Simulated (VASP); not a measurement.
A run of VASP 6.6.1 is set up as follows.

POSCAR

```
BaS
1.0
    0.0000000000      3.2143926808      3.2143926808
    3.2143926808      0.0000000000      3.2143926808
    3.2143926808      3.2143926808      0.0000000000
Ba S
1 1
Direct
    0.0000000000      0.0000000000      0.0000000000
    0.5000000000      0.5000000000      0.5000000000
```

INCAR.step1

```
SYSTEM = BaS
  PREC = Accurate
  ENCUT = 600
  ISMEAR = 0
  SIGMA = 0.02
  LREAL = .FALSE.
  LASPH = .TRUE.
  NELM = 60
  GGA = PE
  ALGO = Normal
  EDIFF = 1E-4
  LWAVE = .TRUE.
  LCHARG = .FALSE.
```

The input INCAR.step2:

```
SYSTEM = BaS
  PREC = Accurate
  ENCUT = 600
  EDIFF = 1E-6
  ISMEAR = 0
  SIGMA = 0.02
  LREAL = .FALSE.
  LASPH = .TRUE.
  NELM = 60
  ALGO = Normal
  ISIF = 3
  LWAVE = .FALSE.
  LCHARG = .FALSE.
  METAGGA = R2SCAN
  LMIXTAU = .TRUE.
  IBRION = 2
  NSW = 70
  EDIFFG = -0.005
  ISTART = 1
```

The input KPOINTS:

```
Automatic mesh
0
G
  8 8 8
  0 0 0
```

Potentials or basis: VASP PAW PBE potentials, release 64 (Ba_sv, S).

Command:

```console
$ cat potpaw_PBE.64/Ba_sv/POTCAR potpaw_PBE.64/S/POTCAR > POTCAR
$ cp INCAR.step1 INCAR
$ mpirun -np 1 vasp_std > vasp.out
$ cp INCAR.step2 INCAR
$ mpirun -np 1 vasp_std > vasp.out
```

Q: Predict the band gap on the k mesh.

A: 2.51 eV (least direct gap 2.66 eV).

Q: What does it give for the space group after relaxing (to 0.1 Å)?

A: Fm-3m (No. 225).

Final structure:
```cif
data_structure
_symmetry_space_group_name_H-M 'P 1'
_symmetry_Int_Tables_number 1
_cell_length_a 4.5619
_cell_length_b 4.5619
_cell_length_c 4.5619
_cell_angle_alpha 60.000
_cell_angle_beta 60.000
_cell_angle_gamma 60.000
_cell_volume 67.13
loop_
_atom_site_label
_atom_site_type_symbol
_atom_site_fract_x
_atom_site_fract_y
_atom_site_fract_z
_atom_site_occupancy
Ba1 Ba 0.00000 0.00000 0.00000 1
S1 S 0.50000 0.50000 0.50000 1
```

Caveat: spin-orbit coupling is left out, which moves the levels of the heavy elements. A k mesh can miss the band edges.
